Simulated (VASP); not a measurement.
Wanted: the native input for a VASP 6.6.1 run.

```yaml
Task: relaxation of cell and atoms
Functional: PBEsol
Potentials_or_basis: VASP PAW PBE potentials, release 64 (B, Bi_d)
Cutoff: 600 eV
k_mesh: 8 × 8 × 8
Occupations: fermi-dirac, width 0.03 eV
Spin: no spin polarisation
Dipole_correction: no
Further_INCAR_settings: ALGO = Normal; EDIFF = 1e-06; IBRION = 2; EDIFFG = -0.01; NSW = 100; ISIF = 3
```

The structure of BiB lies in POSCAR:

```
BiB
1.0
    0.0000000000      2.4804740000      2.4804740000
    2.4804740000      0.0000000000      2.4804740000
    2.4804740000      2.4804740000      0.0000000000
B Bi
1 1
Direct
    0.0000000000      0.0000000000      0.0000000000
    0.5000000000      0.5000000000      0.5000000000
```

One way to write it, as run:

INCAR

```
PREC = Accurate ; ENCUT = 600
EDIFF = 1E-6 ; ISMEAR = -1
SIGMA = 0.03 ; LREAL = F
LASPH = T ; NELM = 60
ALGO = Normal ; ISIF = 3
LWAVE = F ; LCHARG = F
GGA = PS ; IBRION = 2
NSW = 100 ; EDIFFG = -0.01
```

KPOINTS

```
regular mesh
0
Gamma
  8 8 8
```

Potentials or basis: VASP PAW PBE potentials, release 64 (B, Bi_d).

The run is started by

```sh
$ cat potpaw_PBE.64/B/POTCAR potpaw_PBE.64/Bi_d/POTCAR > POTCAR
$ mpirun -np 1 vasp_std > vasp.out
```

It gave:

```yaml
Relaxed_volume: 17.63 Å³/atom
Relaxed_cell: a = 3.681 Å, b = 3.681 Å, c = 3.681 Å, α = 60.00°, β = 60.00°, γ = 60.00°
Space_group_after_relaxing_to_0.1_Å: Fm-3m (No. 225)
Energy_gained_by_relaxing: 124.8 meV/atom
Ionic_steps: 17
Pressure_after_relaxing: 0.1 GPa
Band_gap_on_the_k_mesh: zero (bands 9 and 10 overlap by 4.24 eV)
```

Caveat: the volume moved by over 15 % at a fixed basis, so the end points are rough; the PAW data sets were made with another functional, which shifts forces and pressure a little; spin-orbit coupling is left out, which moves the levels of the heavy elements.

Wall time 80 s on 1 thread of AMD EPYC 7R43 64-Core Processor (Zen 3), on a shared host, peak memory 0.14 GiB.
